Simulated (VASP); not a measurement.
Input of a VASP 6.6.1 run:

File POSCAR:

```
Ga
1.0
   -1.3759891282      1.3759891282      2.2191392930
    1.3759891282     -1.3759891282      2.2191392930
    1.3759891282      1.3759891282     -2.2191392930
Ga
1
Direct
    0.0000000000      0.0000000000      0.0000000000
```

INCAR.step1

```
PREC     = Accurate       # precision mode
ENCUT    = 520            # plane-wave cutoff, eV
ISMEAR   = 0              # smearing method
SIGMA    = 0.1            # smearing width, eV
LREAL    = F              # projectors in reciprocal space
LASPH    = T              # aspherical terms in the spheres
NELM     = 100            # most SCF steps
NBANDS   = 12             # bands
GGA      = PE             # functional
ALGO     = Normal         # electronic algorithm
EDIFF    = 1E-4           # SCF threshold, eV
LWAVE    = T              # write WAVECAR
LCHARG   = F              # write CHGCAR
```

INCAR.step2

```
PREC     = Accurate       # precision mode
ENCUT    = 520            # plane-wave cutoff, eV
EDIFF    = 1E-7           # SCF threshold, eV
ISMEAR   = 0              # smearing method
SIGMA    = 0.1            # smearing width, eV
LREAL    = F              # projectors in reciprocal space
LASPH    = T              # aspherical terms in the spheres
NELM     = 100            # most SCF steps
ALGO     = Normal         # electronic algorithm
ISIF     = 2              # what is computed and relaxed
LWAVE    = F              # write WAVECAR
LCHARG   = F              # write CHGCAR
METAGGA  = R2SCAN         # meta-GGA
LMIXTAU  = T            
NBANDS   = 12             # bands
ISTART   = 1
```

File KPOINTS:

```
regular mesh
0
Gamma
  20 20 20
```

Potentials or basis: VASP PAW PBE potentials, release 64 (Ga_d).

Launch:

```console
$ cat potpaw_PBE.64/Ga_d/POTCAR > POTCAR
$ cp INCAR.step1 INCAR
$ mpirun -np 1 vasp_std > vasp.out
$ cp INCAR.step2 INCAR
$ mpirun -np 1 vasp_std > vasp.out
```

**Question.** Predict the pressure.

**Answer.** 4.3 GPa.

**Question.** Estimate the band gap on the k mesh.

**Answer.** Zero (an odd number of electrons rules out a gap without spin polarisation).

Stress tensor (GPa, compression positive):
```
4.33 0.00 0.00
0.00 4.33 0.00
0.00 0.00 4.24
```

Caveat: the cell stands under pressure; the PAW data sets were made with another functional, which shifts forces and pressure a little.
